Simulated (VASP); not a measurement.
# Ti (P1) in VASP: single point with PBE

Aim: the single point of Ti with PBE.

Everything below comes from runs of VASP 6.6.1. Logs are shortened: lines on timing, memory, paths and dates and some standing lists are left out, and cuts for length are marked.

**1. The cell of the first run**

The typed cell holds 3 atoms: a = 4.687 Å, b = 4.681 Å, c = 4.522 Å, α = 60.63°, β = 62.24°, γ = 61.97°.

**2. Single point, PBE, collinear spin**

File INCAR:

```
PREC     = Accurate       # precision mode
ENCUT    = 500            # plane-wave cutoff, eV
EDIFF    = 1E-6           # SCF threshold, eV
ISMEAR   = -1             # smearing method
SIGMA    = 0.15           # smearing width, eV
LREAL    = F              # projectors in reciprocal space
LASPH    = T              # aspherical terms in the spheres
NELM     = 200            # most SCF steps
ALGO     = Normal         # electronic algorithm
ISIF     = 2              # what is computed and relaxed
LWAVE    = F              # write WAVECAR
LCHARG   = T              # write CHGCAR
ISPIN    = 2              # spin polarisation
MAGMOM   = 2 2 2          # initial moments
LORBIT   = 11             # projections on sites
LMAXMIX  = 4              # l up to which the mixer works
GGA      = PE             # functional
LELF     = T              # ELF
LVHAR    = T            
NBANDS   = 29             # bands
GGA_COMPAT= F
```

File KPOINTS:

```
Automatic mesh
0
Gamma
  2 2 2
  0.5 0.5 0.5
```

File POSCAR:

```
Ti
1.0
   -3.2790640000     -0.1348650000      3.3468830000
    0.0926090000      3.3135500000      3.3046270000
   -3.1588880000      3.2356290000     -0.0146880000
Ti
3
Direct
    0.1043200000      0.9606540000      0.3107810000
    0.3328700000      1.1937590000      0.6149980000
    0.8098410000      1.6737570000      1.0984630000
```

Potentials or basis: VASP PAW PBE potentials, release 64 (Ti_sv).

Command:

```
$ cat potpaw_PBE.64/Ti_sv/POTCAR > POTCAR
$ mpirun -np 1 vasp_std > vasp.out
```

OUTCAR:

```text
PREC = Accurate
   ENCUT = 500
   EDIFF = 1E-6
   ISMEAR = -1
   LREAL = F
   LASPH = T
   NELM = 200
   ISIF = 2
   ISPIN = 2
   LORBIT = 11
   GGA = PE

 ion  position               nearest neighbor table
   1  0.104  0.961  0.311-   2 2.61   3 2.78   3 2.79   2 2.86
   2  0.333  0.194  0.615-   1 2.61   1 2.86
   3  0.810  0.674  0.098-   1 2.78   1 2.79

  LATTYP: Found a triclinic cell.
 ALAT       =     4.5219557892
 B/A-ratio  =     1.0530420744
 C/A-ratio  =     1.0351004188
 COS(alpha) =     0.0031716574
 COS(beta)  =     0.4904293063
 COS(gamma) =     0.4911331983

  Lattice vectors:

 A1 = (   3.1588880000,  -3.2356290000,   0.0146880000)
 A2 = (  -0.1201760000,  -3.3704940000,   3.3615710000)
 A3 = (  -0.0926090000,  -3.3135500000,  -3.3046270000)

Analysis of symmetry for initial positions (statically):
=====================================================================
 Subroutine PRICEL returns:
 Original cell was already a primitive cell.

 Routine SETGRP: Setting up the symmetry group for a
 triclinic supercell.

 Subroutine GETGRP returns: Found  1 space group operations
 (whereof  1 operations were pure point group operations)
 out of a pool of  2 trial point group operations.

The static configuration has the point symmetry C_1 .

Analysis of symmetry for dynamics (positions and initial velocities):
=====================================================================
 Subroutine PRICEL returns:
 Original cell was already a primitive cell.

 Routine SETGRP: Setting up the symmetry group for a
 triclinic supercell.

 Subroutine GETGRP returns: Found  1 space group operations
 (whereof  1 operations were pure point group operations)
 out of a pool of  2 trial point group operations.

The dynamic configuration has the point symmetry C_1 .

Analysis of structural, dynamic, and magnetic symmetry:
=====================================================================
 Subroutine PRICEL returns:
 Original cell was already a primitive cell.

 Routine SETGRP: Setting up the symmetry group for a
 triclinic supercell.

 Subroutine GETGRP returns: Found  1 space group operations
 (whereof  1 operations were pure point group operations)
 out of a pool of  2 trial point group operations.

The overall configuration has the point symmetry C_1 .

 Subroutine INISYM returns: Found  1 space group operations
 (whereof  1 operations are pure point group operations),
 and found     1 'primitive' translations

----------------------------------------------------------------------------------------

                                     Primitive cell

  volume of cell :      72.6640

  direct lattice vectors                    reciprocal lattice vectors
    -3.279064000 -0.134865000  3.346883000    -0.147820411 -0.143641860  0.148172240
     0.092609000  3.313550000  3.304627000     0.149004965  0.146160373  0.151875263
    -3.158888000  3.235629000 -0.014688000    -0.158754667  0.153391516 -0.149356749

  length of vectors
     4.687438010  4.680678331  4.521955789     0.253848125  0.258130645  0.266532249

  position of ions in fractional coordinates (direct lattice)
     0.104320000  0.960654000  0.310781000
     0.332870000  0.193759000  0.614998000
     0.809841000  0.673757000  0.098463000

  ion indices of the primitive-cell ions
   primitive index   ion index
                 1           1
                 2           2
                 3           3

----------------------------------------------------------------------------------------

 KPOINTS: Automatic mesh

Automatic generation of k-mesh.
 Grid dimensions read from file:
 generate k-points for:    2    2    2

 Generating k-lattice:

  Cartesian coordinates                     Fractional coordinates (reciprocal lattice)
    -0.073910205 -0.071820930  0.074086120     0.500000000  0.000000000 -0.000000000
     0.074502483  0.073080186  0.075937632     0.000000000  0.500000000 -0.000000000
    -0.079377333  0.076695758 -0.074678375    -0.000000000 -0.000000000  0.500000000

  Length of vectors
     0.126924063  0.129065323  0.133266125

  Shift w.r.t. Gamma in fractional coordinates (k-lattice)
     0.500000000  0.500000000  0.500000000

 Subroutine IBZKPT returns following result:
 ===========================================

 Found      4 irreducible k-points:

 Following reciprocal coordinates:
            Coordinates               Weight
  0.250000  0.250000  0.250000      2.000000
 -0.250000  0.250000  0.250000      2.000000
  0.250000 -0.250000  0.250000      2.000000
 -0.250000 -0.250000  0.250000      2.000000
   k-points           NKPTS =      4   k-points in BZ     NKDIM =      4   number of bands    NBANDS=     29
   number of dos      NEDOS =    301   number of ions     NIONS =      3
   total plane-waves  NPLWV =  46656
   dimension x,y,z NGX =    36 NGY =   36 NGZ =   36
   dimension x,y,z NGXF=    72 NGYF=   72 NGZF=   72
   ions per type =               3
   NGX,Y,Z   is equivalent  to a cutoff of  12.77, 12.79, 13.24 a.u.
   NGXF,Y,Z  is equivalent  to a cutoff of  25.54, 25.57, 26.47 a.u.
 SYSTEM =  unknown system
   PREC   = accura    normal or accurate (medium, high low for compatibility)
   ISTART =      0    job   : 0-new  1-cont  2-samecut
   ICHARG =      2    charge: 1-file 2-atom 10-const
   ISPIN  =      2    spin polarized calculation?
   LNONCOLLINEAR =      F non collinear calculations
   LSORBIT =      F    spin-orbit coupling
   LASPH  =      T    aspherical Exc in radial PAW
   ENCUT  =  500.0 eV  36.75 Ry    6.06 a.u.   8.55  8.53  8.24*2*pi/ulx,y,z
   NELM   =    200;   NELMIN=  2; NELMDL= -5     # of ELM steps
   EDIFF  = 0.1E-05   stopping-criterion for ELM
   LREAL  =      F    real-space projection
   EDIFFG = 0.1E-04   stopping-criterion for IOM
   NSW    =      0    number of steps for IOM
   IBRION =     -1    ionic relax: 0-MD 1-quasi-New 2-CG
   NFREE  =      0    steps in history (QN), initial steepest desc. (CG)
   ISIF   =      2    stress and relaxation
   ISYM   =      2    0-nonsym 1-usesym 2-fastsym
   POTIM  = 0.5000    time-step for ionic-motion
   TEBEG  =    0.0;   TEEND  =   0.0 temperature during run
   PSTRESS=    0.0 pullay stress
   NELECT =      36.0000    total number of electrons
   NUPDOWN=      -1.0000    fix difference up-down
   EMIN   =  10.00;   EMAX   =-10.00  energy-range for DOS
   EFERMI =   0.00;   METHOD = LEGACY
   ISMEAR =    -1;   SIGMA  =   0.15  broadening in eV -4-tet -1-fermi 0-gaus
   EFERMI_NEDOS =   21; number of points for ismear=-14 and -15
   IALGO  =     38    algorithm
   IMIX   =      4    mixing-type and parameters
     AMIX     =   0.40;   BMIX     =  1.00
     AMIX_MAG =   1.60;   BMIX_MAG =  1.00
  volume/ion in A,a.u.               =      24.22       163.45
  Fermi-wavevector in a.u.,A,eV,Ry     =   1.295396  2.447944 22.831277  1.678052
  Thomas-Fermi vector in A             =   2.426919
   LORBIT       =     11    0 simple, 1 ext, 2 COOP (PROOUT), +10 PAW based schemes
   GGA     = PE    functional components
   LHFCALC =     F    Hartree Fock is set to
   AEXX    =    0.0000 exact exchange contribution
   IVDW    =     0    specifies the selected vdW correction
   LEPSILON=     F    determine dielectric tensor
   LRPA    =     F    only Hartree local field effects (RPA)
 spin polarized calculation
  energy-cutoff  :      500.00
  volume of cell :       72.66
 maximum number of plane-waves:      1851
 NGX is ok and might be reduce to    36
   NGX = 17   NGY = 17   NGZ = 17

 number of electron      36.0000002 magnetization       2.6331625

 Free energy of the ion-electron system (eV)
  ---------------------------------------------------
  ext. energy  EPLUGINS =         0.00000000
  ---------------------------------------------------
  free energy    TOTEN  =       -20.47118864 eV

  energy without entropy =      -19.99476129  energy(sigma->0) =      -20.23297497

 E-fermi :   4.9231     XC(G=0):  -9.8238

 val. band max:        4.8123904484   @ k =   0.2500   0.2500   0.2500
 cond. band min:       4.9916131344   @ k =   0.2500   0.2500   0.2500
 fundamental gap:      0.1792226860
 Fermi energy:         4.9231443972

 spin component 1

 k-point     1 :       0.2500    0.2500    0.2500
  band No.  band energies     occupation
      1     -52.2327      1.00000
      2     -52.1939      1.00000
      3     -51.8245      1.00000
      4     -28.5691      1.00000
      5     -28.5192      1.00000
      6     -28.5036      1.00000
[... 21 lines left out ...]
     28       7.4927      0.00000
     29       9.4363      0.00000

 k-point     2 :      -0.2500    0.2500    0.2500
  band No.  band energies     occupation
      1     -52.2228      1.00000
      2     -52.1979      1.00000
      3     -51.8307      1.00000
      4     -28.6097      1.00000
      5     -28.5452      1.00000
      6     -28.5154      1.00000
[... 21 lines left out ...]
     28       7.7233      0.00000
     29       7.9106      0.00000

 k-point     3 :       0.2500   -0.2500    0.2500
  band No.  band energies     occupation
      1     -52.2222      1.00000
      2     -52.1978      1.00000
      3     -51.8315      1.00000
      4     -28.6112      1.00000
      5     -28.5547      1.00000
      6     -28.5154      1.00000
[... 21 lines left out ...]
     28       7.6538      0.00000
     29       7.9210      0.00000

 k-point     4 :      -0.2500   -0.2500    0.2500
  band No.  band energies     occupation
      1     -52.2244      1.00000
      2     -52.1954      1.00000
      3     -51.8316      1.00000
      4     -28.5927      1.00000
      5     -28.5682      1.00000
      6     -28.5176      1.00000
[... 21 lines left out ...]
     28       7.6237      0.00000
     29       8.0207      0.00000
 Fermi energy:         4.9231443972

 spin component 2

 k-point     1 :       0.2500    0.2500    0.2500
  band No.  band energies     occupation
      1     -51.8295      1.00000
      2     -51.7729      1.00000
      3     -50.8942      1.00000
      4     -28.1086      1.00000
      5     -28.0890      1.00000
      6     -28.0848      1.00000
[... 21 lines left out ...]
     28       8.0242      0.00000
     29      10.1378      0.00000

 k-point     2 :      -0.2500    0.2500    0.2500
  band No.  band energies     occupation
      1     -51.8256      1.00000
      2     -51.7743      1.00000
      3     -50.8969      1.00000
      4     -28.1408      1.00000
      5     -28.1113      1.00000
      6     -28.0831      1.00000
[... 21 lines left out ...]
     28       8.3516      0.00000
     29       8.6343      0.00000

 k-point     3 :       0.2500   -0.2500    0.2500
  band No.  band energies     occupation
      1     -51.8253      1.00000
      2     -51.7743      1.00000
      3     -50.8972      1.00000
      4     -28.1427      1.00000
      5     -28.1127      1.00000
      6     -28.0847      1.00000
[... 21 lines left out ...]
     28       8.2606      0.00000
     29       8.6511      0.00000

 k-point     4 :      -0.2500   -0.2500    0.2500
  band No.  band energies     occupation
      1     -51.8261      1.00000
      2     -51.7734      1.00000
      3     -50.8972      1.00000
      4     -28.1267      1.00000
      5     -28.1226      1.00000
      6     -28.1005      1.00000
[... 21 lines left out ...]
     28       8.2302      0.00000
     29       8.7734      0.00000

------------------------ aborting loop because EDIFF is reached ----------------------------------------

  FORCE on cell =-STRESS in cart. coord.  units (eV):
  Direction    XX          YY          ZZ          XY          YZ          ZX
  --------------------------------------------------------------------------------------
  -------------------------------------------------------------------------------------
  Total       -3.6817082     -3.7847578     -3.4664093     -0.0424327     -0.1518043      0.3440116
  in kB      -81.1784750    -83.4506282    -76.4313206     -0.9356049     -3.3471534      7.5851581
  external PRESSURE =     -80.3534746 kB  Pullay stress =       0.0000000 kB

 VOLUME and BASIS-vectors are now :
 -----------------------------------------------------------------------------
  energy-cutoff  :      500.00
  volume of cell :       72.66
      direct lattice vectors                 reciprocal lattice vectors
    -3.279064000 -0.134865000  3.346883000    -0.147820411 -0.143641860  0.148172240
     0.092609000  3.313550000  3.304627000     0.149004965  0.146160373  0.151875263
    -3.158888000  3.235629000 -0.014688000    -0.158754667  0.153391516 -0.149356749

 POSITION                                       TOTAL-FORCE (eV/Angst)
 -----------------------------------------------------------------------------------
     -1.23483      4.17468      3.51919        -0.342814      0.383278     -0.825145
     -3.01627      2.58704      1.74535         0.412356     -0.414007      0.349964
     -2.90416      2.44190      4.93551        -0.069541      0.030729      0.475181
 -----------------------------------------------------------------------------------
    total drift:                               -0.000173      0.000023      0.000295

  FREE ENERGIE OF THE ION-ELECTRON SYSTEM (eV)
  ---------------------------------------------------
  free  energy   TOTEN  =       -20.4711886426 eV

  energy  without entropy=      -19.9947612929  energy(sigma->0) =      -20.23297497

 total charge

# of ion       s       p       d       tot
------------------------------------------
    1        2.270   6.050   1.972  10.292
    2        2.227   6.042   1.849  10.117
    3        2.224   6.040   1.836  10.099
--------------------------------------------------
tot          6.720  18.131   5.657  30.509

 magnetization (x)

# of ion       s       p       d       tot
------------------------------------------
    1        0.014   0.038   0.990   1.042
    2        0.009   0.029   0.425   0.463
    3        0.007   0.025   0.400   0.432
--------------------------------------------------
tot          0.030   0.093   1.814   1.937
```

Run time: 33 s. Hardware: 1 thread of Intel Xeon Platinum 8488C (Sapphire Rapids), shared host; peak memory 0.23 GiB.

What came out:

* Free energy: -20.4712 eV
* Pressure: -8.0 GPa
* Largest force: 0.972 eV/Å
* Net moment: 2.63 μB per cell
* Site moments: Ti +1.04, +0.46, +0.43 μB
* Valence electrons inside the program's atomic spheres: Ti 10.29, 10.12, 10.10

Forces on the atoms (eV/Å):
```
Ti  -0.343  0.383 -0.825
Ti   0.412 -0.414  0.350
Ti  -0.070  0.031  0.475
```

Stress tensor (GPa, compression positive):
```
-8.12 -0.09  0.76
-0.09 -8.35 -0.33
 0.76 -0.33 -7.64
```

Caveat: the k points lie up to 0.84 Å⁻¹ apart.
